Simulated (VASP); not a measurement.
Input of a VASP 6.6.1 run:

File INCAR:

```
SYSTEM = AlN
  PREC = Accurate
  ENCUT = 520
  EDIFF = 1E-6
  ISMEAR = -1
  SIGMA = 0.05
  LREAL = .False.
  LASPH = .True.
  NELM = 100
  ALGO = Normal
  ISIF = 2
  LWAVE = .False.
  LCHARG = .False.
  GGA = PE
  NBANDS = 16
```

The input KPOINTS:

```
Automatic mesh
0
Gamma
  10 10 6
  0 0 0
```

File POSCAR:

```
AlN
1.0
    3.0151829927      0.0000000000      0.0000000000
   -1.5075914963      2.6112250687      0.0000000000
    0.0000000000      0.0000000000      4.7799804331
Al N
2 2
Direct
    0.6666666667      0.3333333333      0.4975712988
    0.3333333333      0.6666666667     -0.0024287012
    0.6666666667      0.3333333333      0.8824287012
    0.3333333333      0.6666666667      0.3824287012
```

Potentials or basis: VASP PAW PBE potentials, release 64 (Al, N).

Command:

```bash
$ cat potpaw_PBE.64/Al/POTCAR potpaw_PBE.64/N/POTCAR > POTCAR
$ mpirun -np 1 vasp_std > vasp.out
```

Problem. Estimate the pressure.

Solution. 30.0 GPa.

Problem. Predict the band gap on the k mesh.

Solution. 5.08 eV.

Caveat: the cell stands under pressure. A k mesh can miss the band edges.
